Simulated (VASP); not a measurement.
Input of a VASP 6.6.1 run:

File INCAR:

```
PREC = Accurate
ENCUT = 520
EDIFF = 1E-6
ISMEAR = 0
SIGMA = 0.01
LREAL = False
LASPH = True
NELM = 60
ALGO = Normal
ISIF = 2
LWAVE = False
LCHARG = True
GGA = PE
LELF = True
LVHAR = True
NBANDS = 16
```

The input KPOINTS:

```
Automatic mesh
0
Gamma
  6 6 6
```

The input POSCAR:

```
GaN
1.0
    0.0000000000      2.1524725564      2.1524725564
    2.1524725564      0.0000000000      2.1524725564
    2.1524725564      2.1524725564      0.0000000000
Ga N
1 1
Direct
    0.0000000000      0.0000000000      0.0000000000
    0.7500000000      0.7500000000      0.7500000000
```

Potentials or basis: VASP PAW PBE potentials, release 64 (Ga_d, N).

Command:

```bash
$ cat potpaw_PBE.64/Ga_d/POTCAR potpaw_PBE.64/N/POTCAR > POTCAR
$ mpirun -np 1 vasp_std > vasp.out
```

(1) What does it give for the pressure?

(2) Estimate the band gap on the k mesh.

Answers

(1) 40.5 GPa.

(2) 2.61 eV, direct.

Caveat: the k points lie up to 0.42 Å⁻¹ apart; the cell differs from its parent crystal (strain -4.3%).
